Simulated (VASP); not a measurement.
# Ge (Fd-3m) in VASP: single point with PBEsol

Aim: the single point of Ge with PBEsol.

Everything below comes from runs of VASP 6.6.1. Logs are shortened: lines on timing, memory, paths and dates and some standing lists are left out, and cuts for length are marked.

### Step 1. The cell of the first run

The structure is cubic, space group Fd-3m (No. 227). The conventional cell has a = 5.676 Å, b = 5.676 Å, c = 5.676 Å, α = 90.00°, β = 90.00°, γ = 90.00°. Ge (site symmetry -43m) has 4 Ge at 2.46 Å within 3.2 Å.

### Step 2. Single point, PBEsol

Contents of INCAR:

```
PREC = Accurate
ENCUT = 520
EDIFF = 1E-7
ISMEAR = 0
SIGMA = 0.15
LREAL = F
LASPH = T
NELM = 80
ALGO = Fast
ISIF = 2
LWAVE = F
LCHARG = F
GGA = PS
NBANDS = 51
```

Contents of KPOINTS:

```
regular mesh
0
Gamma
  13 13 5
```

Contents of POSCAR:

```
Ge
1.0
    2.8378806839     -2.8378806839      0.0000000000
    2.8378806839      0.0000000000     -2.8378806839
    5.6757613678      5.6757613678      5.6757613678
Ge
6
Direct
    0.6666666667      0.6666666667      0.8333333333
    1.0000000000      0.0000000000      0.5000000000
    0.3333333333      0.3333333333      0.1666666667
    0.6666666667      0.6666666667      0.0833333333
    1.0000000000      1.0000000000      0.7500000000
    0.3333333333      0.3333333333      0.4166666667
```

Potentials or basis: VASP PAW PBE potentials, release 64 (Ge_d).

Command:

```
cat potpaw_PBE.64/Ge_d/POTCAR > POTCAR
mpirun -np 1 vasp_std > vasp.out
```

OUTCAR:

```text
PREC = Accurate
   ENCUT = 520
   EDIFF = 1E-7
   ISMEAR = 0
   LREAL = F
   LASPH = T
   NELM = 80
   ISIF = 2
   GGA = PS

 ion  position               nearest neighbor table
   1  0.667  0.667  0.833-   5 2.46   4 2.46   5 2.46   5 2.46
   2  0.000  0.000  0.500-   6 2.46   5 2.46   6 2.46   6 2.46
   3  0.333  0.333  0.167-   6 2.46   4 2.46   4 2.46   4 2.46
   4  0.667  0.667  0.083-   1 2.46   3 2.46   3 2.46   3 2.46
   5  0.000  0.000  0.750-   1 2.46   1 2.46   2 2.46   1 2.46
   6  0.333  0.333  0.417-   2 2.46   2 2.46   3 2.46   2 2.46

  LATTYP: Found a hexagonal cell.
 ALAT       =     4.0133693516
 C/A-ratio  =     2.4494897428

  Lattice vectors:

 A1 = (  -2.8378806839,   0.0000000000,   2.8378806839)
 A2 = (   2.8378806839,  -2.8378806839,   0.0000000000)
 A3 = (   5.6757613678,   5.6757613678,   5.6757613678)

Analysis of symmetry for initial positions (statically):
=====================================================================
 Subroutine PRICEL returns following result:

  LATTYP: Found a face centered cubic cell.
 ALAT       =     5.6757613675

  Lattice vectors:

 A1 = (  -2.8378806839,  -2.8378806836,   0.0000000003)
 A2 = (   0.0000000000,  -2.8378806830,   2.8378806848)
 A3 = (  -2.8378806839,   0.0000000000,   2.8378806839)

   3 primitive cells build up your supercell.

 Routine SETGRP: Setting up the symmetry group for a
 hexagonal supercell.

 Subroutine GETGRP returns: Found 12 space group operations
 (whereof  6 operations were pure point group operations)
 out of a pool of 24 trial point group operations.

The static configuration has the point symmetry C_3v.
 The point group associated with its full space group is D_3d.

Analysis of symmetry for dynamics (positions and initial velocities):
=====================================================================
 Subroutine PRICEL returns following result:

  LATTYP: Found a face centered cubic cell.
 ALAT       =     5.6757613675

  Lattice vectors:

 A1 = (  -2.8378806839,  -2.8378806836,   0.0000000003)
 A2 = (   0.0000000000,  -2.8378806830,   2.8378806848)
 A3 = (  -2.8378806839,   0.0000000000,   2.8378806839)

   3 primitive cells build up your supercell.

[... 107 lines left out ...]
   NELM   =     80;   NELMIN=  2; NELMDL= -5     # of ELM steps
   EDIFF  = 0.1E-06   stopping-criterion for ELM
   LREAL  =      F    real-space projection
   EDIFFG = 0.1E-05   stopping-criterion for IOM
   NSW    =      0    number of steps for IOM
   IBRION =     -1    ionic relax: 0-MD 1-quasi-New 2-CG
   NFREE  =      0    steps in history (QN), initial steepest desc. (CG)
   ISIF   =      2    stress and relaxation
   ISYM   =      2    0-nonsym 1-usesym 2-fastsym
   POTIM  = 0.5000    time-step for ionic-motion
   TEBEG  =    0.0;   TEEND  =   0.0 temperature during run
   PSTRESS=    0.0 pullay stress
   NELECT =      84.0000    total number of electrons
   NUPDOWN=      -1.0000    fix difference up-down
   EMIN   =  10.00;   EMAX   =-10.00  energy-range for DOS
   EFERMI =   0.00;   METHOD = LEGACY
   ISMEAR =     0;   SIGMA  =   0.15  broadening in eV -4-tet -1-fermi 0-gaus
   EFERMI_NEDOS =   21; number of points for ismear=-14 and -15
   IALGO  =     68    algorithm
   IMIX   =      4    mixing-type and parameters
     AMIX     =   0.40;   BMIX     =  1.00
     AMIX_MAG =   1.60;   BMIX_MAG =  1.00
  volume/ion in A,a.u.               =      22.86       154.23
  Fermi-wavevector in a.u.,A,eV,Ry     =   1.390348  2.627376 26.300964  1.933066
  Thomas-Fermi vector in A             =   2.514291
   LORBIT       =      0    0 simple, 1 ext, 2 COOP (PROOUT), +10 PAW based schemes
   GGA     = PS    functional components
   LHFCALC =     F    Hartree Fock is set to
   AEXX    =    0.0000 exact exchange contribution
   IVDW    =     0    specifies the selected vdW correction
   LEPSILON=     F    determine dielectric tensor
   LRPA    =     F    only Hartree local field effects (RPA)
 non-spin polarized calculation
 RMM-DIIS sequential band-by-band and
 Gauss-broadening in eV      SIGMA  =   0.15
  energy-cutoff  :      520.00
  volume of cell :      137.13
 maximum number of plane-waves:      3725
 NGX is ok and might be reduce to    30
   NGX = 15   NGY = 15   NGZ = 37

 number of electron      84.0000056 magnetization

 Free energy of the ion-electron system (eV)
  ---------------------------------------------------
  ext. energy  EPLUGINS =         0.00000000
  ---------------------------------------------------
  free energy    TOTEN  =       -29.62443146 eV

  energy without entropy =      -29.62267546  energy(sigma->0) =      -29.62355346

 E-fermi :   4.8094     XC(G=0): -10.0840

 val. band max:        4.7687135358   @ k =   0.0000   0.0000   0.0000
 cond. band min:       4.8720464325   @ k =   0.0000   0.0000   0.4000
 fundamental gap:      0.1033328967
 Fermi energy:         4.8093535893

 k-point     1 :       0.0000    0.0000    0.0000
  band No.  band energies     occupation
      1     -20.0028      2.00000
      2     -20.0028      2.00000
      3     -20.0028      2.00000
      4     -20.0028      2.00000
      5     -19.9813      2.00000
      6     -19.9812      2.00000
[... 1285 lines left out ...]
     50       8.2721      0.00000
     51       8.5989      0.00000

 [... further k-points ...]

------------------------ aborting loop because EDIFF is reached ----------------------------------------

  FORCE on cell =-STRESS in cart. coord.  units (eV):
  Direction    XX          YY          ZZ          XY          YZ          ZX
  --------------------------------------------------------------------------------------
  -------------------------------------------------------------------------------------
  Total       -0.0657437     -0.0657437     -0.0657437     -0.0024865     -0.0024865     -0.0024865
  in kB       -0.7681232     -0.7681232     -0.7681232     -0.0290515     -0.0290515     -0.0290515
  external PRESSURE =      -0.7681232 kB  Pullay stress =       0.0000000 kB

 VOLUME and BASIS-vectors are now :
 -----------------------------------------------------------------------------
  energy-cutoff  :      520.00
  volume of cell :      137.13
      direct lattice vectors                 reciprocal lattice vectors
     2.837880684 -2.837880684  0.000000000     0.117458544 -0.234917088  0.117458544
     2.837880684  0.000000000 -2.837880684     0.117458544  0.117458544 -0.234917088
     5.675761368  5.675761368  5.675761368     0.058729272  0.058729272  0.058729272

 POSITION                                       TOTAL-FORCE (eV/Angst)
 -----------------------------------------------------------------------------------
      8.51364      2.83788      2.83788        -0.000952     -0.000952     -0.000952
      2.83788      2.83788      2.83788        -0.000952     -0.000952     -0.000952
      2.83788      0.00000      0.00000        -0.000952     -0.000952     -0.000952
      4.25682     -1.41894     -1.41894         0.000952      0.000952      0.000952
      4.25682      4.25682      4.25682         0.000952      0.000952      0.000952
      4.25682      1.41894      1.41894         0.000952      0.000952      0.000952
 -----------------------------------------------------------------------------------
    total drift:                                0.000000      0.000000      0.000000

  FREE ENERGIE OF THE ION-ELECTRON SYSTEM (eV)
  ---------------------------------------------------
  free  energy   TOTEN  =       -29.6244314629 eV

  energy  without entropy=      -29.6226754596  energy(sigma->0) =      -29.62355346
```

OSZICAR:

```text
N       E                     dE             d eps       ncg     rms          rms(c)
DAV:   1     0.897843353593E+03    0.89784E+03   -0.40485E+04 10832   0.455E+03
DAV:   2     0.144168560741E+03   -0.75367E+03   -0.73213E+03  9282   0.983E+02
DAV:   3    -0.170694282661E+02   -0.16124E+03   -0.15786E+03  9909   0.247E+02
DAV:   4    -0.297184638889E+02   -0.12649E+02   -0.12532E+02 10787   0.770E+01
[... 13 lines left out ...]
RMM:  18    -0.296244330892E+02    0.37834E-06   -0.56586E-06 12998   0.223E-02    0.174E-02
RMM:  19    -0.296244322048E+02    0.88437E-06   -0.18385E-07  6898   0.315E-03    0.517E-03
RMM:  20    -0.296244316169E+02    0.58789E-06   -0.32597E-07  6658   0.588E-03    0.773E-04
RMM:  21    -0.296244314690E+02    0.14792E-06   -0.13186E-07  6393   0.275E-03    0.512E-04
RMM:  22    -0.296244314629E+02    0.61318E-08   -0.21832E-08  5879   0.129E-03
   1 F= -.29624431E+02 E0= -.29623553E+02  d E =-.175600E-02
```

stdout:

```text
POSCAR found type information on POSCAR Ge
 POSCAR found :  1 types and       6 ions
[... 75 lines left out ...]
 num prob  num prob  num prob  num prob  num prob  num prob  num prob  num prob  num prob  num prob  num prob  num prob  num prob  num prob  num prob  num prob  num prob  num prob  num prob  num prob  num prob  num prob  num prob  num prob  num prob  num prob  num prob WARNING in EDDRMM: call to ZHEGV failed, returncode =   6  3     31
 num prob  num prob  num prob  num prob  num prob  num prob  num prob  num prob  num prob  num prob  num prob  num prob  num prob  num prob  num prob  num prob  num prob  num prob  num prob  num prob  num prob  num prob  num prob  num prob  num prob  num prob  num prob  num prob  num prob WARNING in EDDRMM: call to ZHEGV failed, returncode =   6  3     46
 num prob  num prob  num prob  nu
```

Run time: 10 min. Hardware: 1 thread of Oxide Virtual Turin-like, shared host; peak memory 0.5 GiB.

Results:

* Free energy: -29.6244 eV
* Pressure: -0.1 GPa
* Band gap on the k mesh: zero (filled and empty bands touch)

Levels at points of the mesh, in eV from the Fermi level:
```csv
k point,band 39,band 40,band 41,band 42,band 43,band 44,band 45,band 46
"(0.00, 0.00, 0.00)",-1.20,-0.13,-0.04,-0.04,-0.04,0.28,0.28,2.49
```

Caveat: semilocal functionals underestimate gaps, and a narrow one can read as zero; the PAW data sets were made with another functional, which shifts forces and pressure a little.

The gap in the log of VASP goes by the Fermi energy; the results here count the filled bands.